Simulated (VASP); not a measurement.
Input of a VASP 6.6.1 run:

INCAR

```
SYSTEM = Si
ALGO = Normal ; EDIFF = 1E-6
ENCUT = 520 ; GGA = RP
ISIF = 2 ; ISMEAR = 0
LASPH = .TRUE. ; LCHARG = .TRUE.
LELF = .TRUE. ; LREAL = .FALSE.
LVHAR = .TRUE. ; LWAVE = .FALSE.
NBANDS = 11 ; NELM = 60
PREC = Accurate ; SIGMA = 0.02
```

File KPOINTS:

```
k-points
0
G
  8 8 8
  0 0 0
```

The input POSCAR:

```
Si
1.0
    0.0000000000      2.7509987262      2.7509987262
    2.7509987262      0.0000000000      2.7509987262
    2.7509987262      2.7509987262      0.0000000000
Si
2
Direct
    0.5000000000      0.5000000000      0.5000000000
    0.7500000000      0.7500000000      0.7500000000
```

Potentials or basis: VASP PAW PBE potentials, release 64 (Si).

The run is started by

```sh
$ cat potpaw_PBE.64/Si/POTCAR > POTCAR
$ mpirun -np 1 vasp_std > vasp.out
```

Problem. Estimate the pressure.

Solution. -0.2 GPa.

Problem. Estimate the band gap on the k mesh.

Solution. 0.74 eV, indirect (least direct gap 2.55 eV).

Caveat: the PAW data sets were made with another functional, which shifts forces and pressure a little. A k mesh can miss the band edges.
